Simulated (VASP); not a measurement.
A run of VASP 6.6.1 is set up as follows.

POSCAR

```
Fe
1.0
    2.2089126913      0.0000000000      0.0000000000
    0.0000000000      2.2089126913      0.0000000000
    0.0000000000      0.0000000000      2.2089126913
Fe
1
Direct
    0.0000000000      0.0000000000      0.0000000000
```

The input INCAR.step1:

```
PREC = Accurate
ENCUT = 520
ISMEAR = -1
SIGMA = 0.1
LREAL = F
LASPH = T
NELM = 60
NBANDS = 10
GGA = PE
ALGO = Normal
EDIFF = 1E-4
LWAVE = T
LCHARG = F
```

Contents of INCAR.step2:

```
PREC = Accurate
ENCUT = 520
EDIFF = 1E-7
ISMEAR = -1
SIGMA = 0.1
LREAL = F
LASPH = T
NELM = 60
ALGO = Normal
ISIF = 2
LWAVE = F
LCHARG = T
METAGGA = R2SCAN
LMIXTAU = T
LELF = T
LVHAR = T
NBANDS = 10
ISTART = 1
```

File KPOINTS:

```
regular mesh
0
Gamma
  16 16 16
```

Potentials or basis: VASP PAW PBE potentials, release 64 (Fe).

Run with:

```sh
$ cat potpaw_PBE.64/Fe/POTCAR > POTCAR
$ cp INCAR.step1 INCAR
$ mpirun -np 1 vasp_std > vasp.out
$ cp INCAR.step2 INCAR
$ mpirun -np 1 vasp_std > vasp.out
```

(1) What does it give for the band gap on the k mesh?

(2) Estimate the pressure.

Answers

(1) zero (band 4 reaches 8.93 eV, above the bottom of band 5 at 5.79 eV).

(2) 10.7 GPa.

Caveat: the PAW data sets were made with another functional, which shifts forces and pressure a little; the run has no spin polarisation, though such a crystal can be magnetic.
